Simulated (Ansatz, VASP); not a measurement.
**Al2Cu in VASP and in Ansatz**

File INCAR:

```
PREC = Accurate
ENCUT = 520
EDIFF = 1E-6
ISMEAR = 0
SIGMA = 0.1
LREAL = False
LASPH = True
NELM = 80
ALGO = Fast
ISIF = 2
LWAVE = False
LCHARG = False
GGA = PE
NBANDS = 16
```

File KPOINTS:

```
Automatic mesh
0
Gamma
  6 6 6
```

File POSCAR:

```
Al2Cu
1.0
    4.1051820000      0.0000000000      0.0000000000
    0.0000000000      4.1051820000      0.0000000000
    0.0000000000      0.0000000000      2.8913130000
Al Cu
2 1
Direct
    0.5000000000      0.0000000000      0.5000000000
    0.0000000000      0.5000000000      0.5000000000
    0.0000000000      0.0000000000      0.0000000000
```

Input for Ansatz:

```yaml
crystal:
  lattice:
    - [4.105182, 0.0, 0.0]
    - [0.0, 4.105182, 0.0]
    - [0.0, 0.0, 2.891313]
  atoms:
    - { symbol: Al, position: [0.5, 0.0, 0.5] }
    - { symbol: Al, position: [0.0, 0.5, 0.5] }
    - { symbol: Cu, position: [0.0, 0.0, 0.0] }
basis:
  ecutwfc: 420
kpoints:
  mp_grid: { grid: [6, 6, 6] }
hamiltonian:
  xc: pbe
scf:
  occupations: { method: gaussian, width: 0.1 }
output:
  forces: true
  stress: true
  eigenvalues: true
```

Alike in both runs: task single point; functional PBE; k mesh 6 × 6 × 6; occupations gaussian, width 0.1 eV; no spin polarisation.

```csv
,VASP,Ansatz
version,VASP 6.6.1,Ansatz 0.2.0
potentials or method,"VASP PAW PBE potentials, release 64 (Al, Cu), cutoff 520 eV","scalar-relativistic, plane waves, PAW"
valence electrons in the cell,17,25
```

|  | VASP | Ansatz | Ansatz less VASP |
| --- | --- | --- | --- |
| gap on the k mesh at the Fermi level (eV) | none | none | - |
| pressure (GPa) | 0.6 | 0.6 | -0.02 |
| traceless stress, the component that is largest in VASP (GPa) | 1.01 | 1.00 | -0.017 |

A gap of «none» marks a metal or a gap that the smearing closes. The functional is the same, so the differences come from potentials, cutoffs and numerics. VASP's potentials hold 17 valence electrons a cell and Ansatz's 25, so a difference there can come from the potentials and not from the codes.

The k mesh is coarse, so the values compare programs but aren't converged.
